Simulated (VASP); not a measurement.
Here is a VASP 6.6.1 calculation.

The input INCAR:

```
SYSTEM = KBr
PREC     = Accurate       ! precision mode
ENCUT    = 520            ! plane-wave cutoff, eV
EDIFF    = 1E-6           ! SCF threshold, eV
ISMEAR   = -1             ! smearing method
SIGMA    = 0.05           ! smearing width, eV
LREAL    = .False.        ! projectors in reciprocal space
LASPH    = .True.         ! aspherical terms in the spheres
NELM     = 80             ! most SCF steps
ALGO     = Normal         ! electronic algorithm
ISIF     = 2              ! what is computed and relaxed
LWAVE    = .False.        ! write WAVECAR
LCHARG   = .False.        ! write CHGCAR
NBANDS   = 15             ! bands
```

The input KPOINTS:

```
Automatic mesh
0
Gamma
  7 7 7
  0 0 0
```

File POSCAR:

```
KBr
1.0
    0.0000000000      3.3000000000      3.3000000000
    3.3000000000      0.0000000000      3.3000000000
    3.3000000000      3.3000000000      0.0000000000
Br K
1 1
Direct
    0.5000000000      0.5000000000      0.5000000000
    0.0000000000      0.0000000000      0.0000000000
```

Potentials or basis: VASP PAW LDA potentials, release 64 (Br, K_sv).

The run is started by

```console
$ cat potpaw_LDA.64/Br/POTCAR potpaw_LDA.64/K_sv/POTCAR > POTCAR
$ mpirun -np 1 vasp_std > vasp.out
```

Predict the band gap on the k mesh.

4.04 eV, direct.

Predict the pressure.

-1.6 GPa.

Expect the measured gap to be larger: semilocal functionals such as LDA lack the derivative discontinuity.
